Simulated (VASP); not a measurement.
Here is a VASP 6.6.1 calculation.

Contents of INCAR:

```
SYSTEM = Zr
PREC     = Accurate       ! precision mode
ENCUT    = 520            ! plane-wave cutoff, eV
EDIFF    = 1E-6           ! SCF threshold, eV
ISMEAR   = 0              ! smearing method
SIGMA    = 0.1            ! smearing width, eV
LREAL    = .FALSE.        ! projectors in reciprocal space
LASPH    = .TRUE.         ! aspherical terms in the spheres
NELM     = 60             ! most SCF steps
ALGO     = Normal         ! electronic algorithm
ISIF     = 2              ! what is computed and relaxed
LWAVE    = .FALSE.        ! write WAVECAR
LCHARG   = .FALSE.        ! write CHGCAR
GGA      = PE             ! functional
NBANDS   = 25             ! bands
```

Contents of KPOINTS:

```
Automatic mesh
0
G
  4 4 4
  0 0 0
```

The input POSCAR:

```
Zr
1.0
    4.2922865636      0.0000000000      0.0000000000
    0.0000000000      4.2922865636      0.0000000000
    0.0000000000      0.0000000000      4.2922865636
Zr
3
Direct
    0.5000000000      0.0000000000      0.0000000000
    0.0000000000      0.5000000000      0.0000000000
    0.0000000000      0.0000000000      0.5000000000
```

Potentials or basis: VASP PAW PBE potentials, release 64 (Zr_sv).

Run with:

```bash
$ cat potpaw_PBE.64/Zr_sv/POTCAR > POTCAR
$ mpirun -np 1 vasp_std > vasp.out
```

Problem. Predict the pressure.

Solution. -0.1 GPa.

Problem. What does it give for the band gap on the k mesh?

Solution. Zero (bands 18 and 19 overlap by 2.41 eV).

Caveat: the k points lie up to 0.37 Å⁻¹ apart, too coarse for converged energies and pressures of a metal.
